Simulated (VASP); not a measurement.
A run of VASP 6.6.1 is set up as follows.

INCAR

```
SYSTEM = ScF3
  ALGO = Normal
  EDIFF = 1E-6
  ENCUT = 520
  ISIF = 2
  ISMEAR = 0
  LASPH = .TRUE.
  LCHARG = .TRUE.
  LELF = .TRUE.
  LREAL = .FALSE.
  LVHAR = .TRUE.
  LWAVE = .FALSE.
  NBANDS = 24
  NELM = 80
  PREC = Accurate
  SIGMA = 0.05
```

File KPOINTS:

```
k-points
0
G
  6 6 6
  0 0 0
```

File POSCAR:

```
ScF3
1.0
    3.8519520000      0.0000000000      0.0000000000
    0.0000000000      3.8519520000      0.0000000000
    0.0000000000      0.0000000000      4.0124500000
Sc F
1 3
Direct
    0.0000000000      0.0000000000      0.0000000000
    0.5000000000      0.0000000000      0.0000000000
    0.0000000000      0.5000000000      0.0000000000
    0.0000000000      0.0000000000      0.5000000000
```

Potentials or basis: VASP PAW LDA potentials, release 64 (Sc_sv, F).

Launch:

```console
$ cat potpaw_LDA.64/Sc_sv/POTCAR potpaw_LDA.64/F/POTCAR > POTCAR
$ mpirun -np 1 vasp_std > vasp.out
```

(1) Predict the band gap on the k mesh.

(2) Predict the pressure.

Results:

(1) 6.49 eV, indirect (least direct gap 6.92 eV).

(2) 7.6 GPa.

Caveat: the cell differs from its parent crystal (strain -0.040 along x and y, +0.000 along z).
